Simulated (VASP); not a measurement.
# MgO2 (R-3m) in VASP: a series of runs, part 2 of 2

VASP 6.6.1. Earlier steps stand in the parts before.

### 5 Relaxation of cell and atoms, PBEsol

This run uses another cell than the first one, of 10.39 Å³/atom, 1.037 times its volume.

INCAR reads:

```
  PREC = Accurate
  ENCUT = 600
  EDIFF = 1E-7
  ISMEAR = 0
  SIGMA = 0.02
  LREAL = False
  LASPH = True
  NELM = 100
  ALGO = Normal
  ISIF = 3
  LWAVE = False
  LCHARG = False
  GGA = PS
  IBRION = 2
  NSW = 100
  EDIFFG = -0.005
```

KPOINTS reads:

```
regular mesh
0
Gamma
  12 12 12
```

POSCAR reads:

```
MgO2
1.0
    1.6047610160      0.9265092046      3.4939788749
   -1.6047610160      0.9265092046      3.4939788749
    0.0000000000     -1.8530184092      3.4939788749
Mg O
1 2
Direct
    0.0000000000      0.0000000000      0.0000000000
    0.4287860000      0.4287860000      0.4287860000
    0.5712140000      0.5712140000      0.5712140000
```

Potentials or basis: VASP PAW PBE potentials, release 64 (Mg, O).

Launch:

```
cat potpaw_PBE.64/Mg/POTCAR potpaw_PBE.64/O/POTCAR > POTCAR
mpirun -np 1 vasp_std > vasp.out
```

OUTCAR:

```text
PREC = Accurate
   ENCUT = 600
   EDIFF = 1E-7
   ISMEAR = 0
   LREAL = False
   LASPH = True
   NELM = 100
   ISIF = 3
   GGA = PS
   IBRION = 2
   NSW = 100
   EDIFFG = -0.005

 ion  position               nearest neighbor table
   1  0.000  0.000  0.000-   3 2.11   3 2.11   2 2.11   2 2.11   3 2.11   2 2.11
   2  0.429  0.429  0.429-   3 1.49   1 2.11   1 2.11   1 2.11
   3  0.571  0.571  0.571-   2 1.49   1 2.11   1 2.11   1 2.11

  LATTYP: Found a trigonal (rhomboedric) cell.
 ALAT       =     3.9549419216
 COS(alpha) =     0.6707160928

  Lattice vectors:

 A1 = (   1.6047610160,   0.9265092046,   3.4939788749)
 A2 = (  -1.6047610160,   0.9265092046,   3.4939788749)
 A3 = (   0.0000000000,  -1.8530184092,   3.4939788749)

Analysis of symmetry for initial positions (statically):
=====================================================================
 Subroutine PRICEL returns:
 Original cell was already a primitive cell.

 Routine SETGRP: Setting up the symmetry group for a
 trigonal (rhombohedral) supercell.

 Subroutine GETGRP returns: Found 12 space group operations
 (whereof 12 operations were pure point group operations)
 out of a pool of 12 trial point group operations.

The static configuration has the point symmetry D_3d.

Analysis of symmetry for dynamics (positions and initial velocities):
=====================================================================
 Subroutine PRICEL returns:
 Original cell was already a primitive cell.

 Routine SETGRP: Setting up the symmetry group for a
 trigonal (rhombohedral) supercell.

 Subroutine GETGRP returns: Found 12 space group operations
 (whereof 12 operations were pure point group operations)
 out of a pool of 12 trial point group operations.

The dynamic configuration has the point symmetry D_3d.

 Subroutine INISYM returns: Found 12 space group operations
 (whereof 12 operations are pure point group operations),
 and found     1 'primitive' translations

----------------------------------------------------------------------------------------

                                     Primitive cell

  volume of cell :      31.1696

  direct lattice vectors                    reciprocal lattice vectors
     1.604761016  0.926509205  3.493978875     0.311572873  0.179886682  0.095402218
    -1.604761016  0.926509205  3.493978875    -0.311572873  0.179886682  0.095402218
     0.000000000 -1.853018409  3.493978875     0.000000000 -0.359773364  0.095402218

  length of vectors
     3.954941922  3.954941922  3.954941922     0.372207545  0.372207545  0.372207545

  position of ions in fractional coordinates (direct lattice)
     0.000000000  0.000000000  0.000000000
     0.428786000  0.428786000  0.428786000
     0.571214000  0.571214000  0.571214000

  ion indices of the primitive-cell ions
   primitive index   ion index
                 1           1
                 2           2
                 3           3

----------------------------------------------------------------------------------------

 KPOINTS: regular mesh

Automatic generation of k-mesh.
 Grid dimensions read from file:
 generate k-points for:   12   12   12
[... 48 lines left out ...]
   total plane-waves  NPLWV =  32768
   dimension x,y,z NGX =    32 NGY =   32 NGZ =   32
   dimension x,y,z NGXF=    64 NGYF=   64 NGZF=   64
   ions per type =               1   2
   NGX,Y,Z   is equivalent  to a cutoff of  13.45, 13.45, 13.45 a.u.
   NGXF,Y,Z  is equivalent  to a cutoff of  26.90, 26.90, 26.90 a.u.
 SYSTEM =  unknown system
   PREC   = accura    normal or accurate (medium, high low for compatibility)
   ISTART =      0    job   : 0-new  1-cont  2-samecut
   ICHARG =      2    charge: 1-file 2-atom 10-const
   ISPIN  =      1    spin polarized calculation?
   LNONCOLLINEAR =      F non collinear calculations
   LSORBIT =      F    spin-orbit coupling
   LASPH  =      T    aspherical Exc in radial PAW
   ENCUT  =  600.0 eV  44.10 Ry    6.64 a.u.   7.90  7.90  7.90*2*pi/ulx,y,z
   NELM   =    100;   NELMIN=  2; NELMDL= -5     # of ELM steps
   EDIFF  = 0.1E-06   stopping-criterion for ELM
   LREAL  =      F    real-space projection
   EDIFFG = -.5E-02   stopping-criterion for IOM
   NSW    =    100    number of steps for IOM
   IBRION =      2    ionic relax: 0-MD 1-quasi-New 2-CG
   NFREE  =      1    steps in history (QN), initial steepest desc. (CG)
   ISIF   =      3    stress and relaxation
   ISYM   =      2    0-nonsym 1-usesym 2-fastsym
   POTIM  = 0.5000    time-step for ionic-motion
   TEBEG  =    0.0;   TEEND  =   0.0 temperature during run
   PSTRESS=    0.0 pullay stress
   NELECT =      14.0000    total number of electrons
   NUPDOWN=      -1.0000    fix difference up-down
   EMIN   =  10.00;   EMAX   =-10.00  energy-range for DOS
   EFERMI =   0.00;   METHOD = LEGACY
   ISMEAR =     0;   SIGMA  =   0.02  broadening in eV -4-tet -1-fermi 0-gaus
   EFERMI_NEDOS =   21; number of points for ismear=-14 and -15
   IALGO  =     38    algorithm
   IMIX   =      4    mixing-type and parameters
     AMIX     =   0.40;   BMIX     =  1.00
     AMIX_MAG =   1.60;   BMIX_MAG =  1.00
  volume/ion in A,a.u.               =      10.39        70.11
  Fermi-wavevector in a.u.,A,eV,Ry     =   1.253739  2.369222 21.386457  1.571860
  Thomas-Fermi vector in A             =   2.387577
   LORBIT       =      0    0 simple, 1 ext, 2 COOP (PROOUT), +10 PAW based schemes
   GGA     = PS    functional components
   LHFCALC =     F    Hartree Fock is set to
   AEXX    =    0.0000 exact exchange contribution
   IVDW    =     0    specifies the selected vdW correction
   LEPSILON=     F    determine dielectric tensor
   LRPA    =     F    only Hartree local field effects (RPA)
 conjugate gradient relaxation of ions
 non-spin polarized calculation
 Gauss-broadening in eV      SIGMA  =   0.02
  energy-cutoff  :      600.00
  volume of cell :       31.17
 maximum number of plane-waves:      1064
   NGX = 15   NGY = 15   NGZ = 15

--------------------------------------- Ionic step        1  -------------------------------------------

 number of electron      13.9999996 magnetization

 Free energy of the ion-electron system (eV)
  ---------------------------------------------------
  ext. energy  EPLUGINS =         0.00000000
  ---------------------------------------------------
  free energy    TOTEN  =       -17.21106878 eV

  energy without entropy =      -17.21106878  energy(sigma->0) =      -17.21106878

------------------------ aborting loop because EDIFF is reached ----------------------------------------

  FORCE on cell =-STRESS in cart. coord.  units (eV):
  Direction    XX          YY          ZZ          XY          YZ          ZX
  --------------------------------------------------------------------------------------
  -------------------------------------------------------------------------------------
  Total       -0.8918830     -0.8918830     -1.2429462      0.0000000      0.0000000      0.0000000
  in kB      -45.8444572    -45.8444572    -63.8897619      0.0000000      0.0000000      0.0000000
  external PRESSURE =     -51.8595588 kB  Pullay stress =       0.0000000 kB
[... 209 lines left out ...]
--------------------------------------- Ionic step        7  -------------------------------------------

 number of electron      14.0000000 magnetization

 Free energy of the ion-electron system (eV)
  ---------------------------------------------------
  ext. energy  EPLUGINS =         0.00000000
  ---------------------------------------------------
  free energy    TOTEN  =       -17.23181797 eV

  energy without entropy =      -17.23181797  energy(sigma->0) =      -17.23181797

 E-fermi :   3.0240     XC(G=0): -10.6442

 val. band max:        2.9440497395   @ k =   0.5000   0.5000   0.5000
 cond. band min:       5.3438956189   @ k =   0.5000   0.5000   0.5000
 fundamental gap:      2.3998458795
 Fermi energy:         3.0239769195

 k-point     1 :       0.0000    0.0000    0.0000
  band No.  band energies     occupation
      1     -18.6623      2.00000
      2     -11.5582      2.00000
      3      -5.0491      2.00000
      4      -0.5156      2.00000
      5      -0.5156      2.00000
      6       2.0801      2.00000
      7       2.0801      2.00000
      8       7.6097      0.00000
      9       7.9004      0.00000
     10      15.2383      0.00000
     11      17.0335      0.00000
[... 309 lines left out ...]
 k-point    24 :      -0.4167    0.1667    0.0000
  band No.  band energies     occupation
      1     -18.0722      2.00000
      2     -11.9430      2.00000
      3      -3.9889      2.00000
      4      -3.0081      2.00000
      5      -1.3176      2.00000
      6       1.4071      2.00000
      7       1.7014      2.00000
      8       7.2018      0.00000
      9      12.3330      0.00000
     10      13.4211      0.00000
     11      15.7458      0.00000

 [... further k-points ...]
[... 5 lines left out ...]
  --------------------------------------------------------------------------------------
  -------------------------------------------------------------------------------------
  Total        0.0024656      0.0024656      0.0013561      0.0000000      0.0000000      0.0000000
  in kB        0.1320998      0.1320998      0.0726557      0.0000000      0.0000000      0.0000000
  external PRESSURE =       0.1122851 kB  Pullay stress =       0.0000000 kB
[... 18 lines left out ...]
  FREE ENERGIE OF THE ION-ELECTRON SYSTEM (eV)
  ---------------------------------------------------
  free  energy   TOTEN  =       -17.2318179677 eV

  energy  without entropy=      -17.2318179677  energy(sigma->0) =      -17.23181797

 reached required accuracy - stopping structural energy minimisation
```

It took 6.2 min on 1 thread of Intel Xeon Platinum 8175M at 2.50GHz (Skylake/Cascade Lake), shared host; peak memory 0.24 GiB.

Results:

* Free energy: -17.2318 eV
* Relaxed volume: 9.97 Å³/atom
* Relaxed cell: a = 3.909 Å, b = 3.909 Å, c = 3.909 Å, α = 47.69°, β = 47.69°, γ = 47.69°
* Space group after relaxing (to 0.05 Å): R-3m (No. 166)
* Energy gained by relaxing: 6.9 meV/atom
* Ionic steps: 7
* Pressure after relaxing: 0.0 GPa
* Band gap on the k mesh: 2.40 eV, direct

The path:
| step | energy change (eV) | largest force (eV/Å) | pressure (GPa) | volume (Å³) |
| --- | --- | --- | --- | --- |
| 1 | 0.0000 | 0.1345 | -5.19 | 31.17 |
| 2 | -0.0107 | 0.6444 | 2.15 | 29.68 |
| 3 | -0.0169 | 0.3284 | -0.77 | 30.22 |
| 4 | -0.0151 | 0.4634 | 1.08 | 29.58 |
| 5 | -0.0205 | 0.0360 | -0.01 | 29.93 |
| 6 | -0.0207 | 0.0187 | 0.00 | 29.92 |
| 7 | -0.0207 | 0.0007 | 0.01 | 29.90 |

Final structure:
```yaml
crystal:
  lattice:
    - [1.58026, 0.91236, 3.45680]
    - [-1.58026, 0.91236, 3.45680]
    - [0.00000, -1.82473, 3.45680]
  atoms:
    - { symbol: Mg, position: [0.00000, 0.00000, 0.00000] }
    - { symbol: O, position: [0.42885, 0.42885, 0.42885] }
    - { symbol: O, position: [0.57115, 0.57115, 0.57115] }
```

Caveat: the PAW data sets were made with another functional, which shifts forces and pressure a little.

### 6 Overview

| task | cell | cutoff (eV) | smearing | gap on the mesh (eV) | pressure (GPa) | largest force (eV/Å) |
| --- | --- | --- | --- | --- | --- | --- |
| single point | a = 3.911 Å, angles 47.8°, 3 atoms | 520 | gaussian 0.02 eV | 2.45 | -0.1 | 0.20 |
| single point | a = 3.911 Å, angles 47.8°, 3 atoms | 520 | gaussian 0.05 eV | 2.45 | -0.1 | 0.20 |
| relaxation of cell and atoms | relaxed from a = 3.955 Å, angles 47.9°, 3 atoms | 600 | gaussian 0.02 eV | 2.40 | 0.0 | - |

Alike in all rows: level PBEsol; potentials or basis VASP PAW PBE potentials, release 64 (Mg, O); no spin polarisation; k mesh 12 × 12 × 12.

Caveats: the PAW data sets were made with another functional, which shifts forces and pressure a little.

Absolute energies hang on the potentials; compare differences alone.
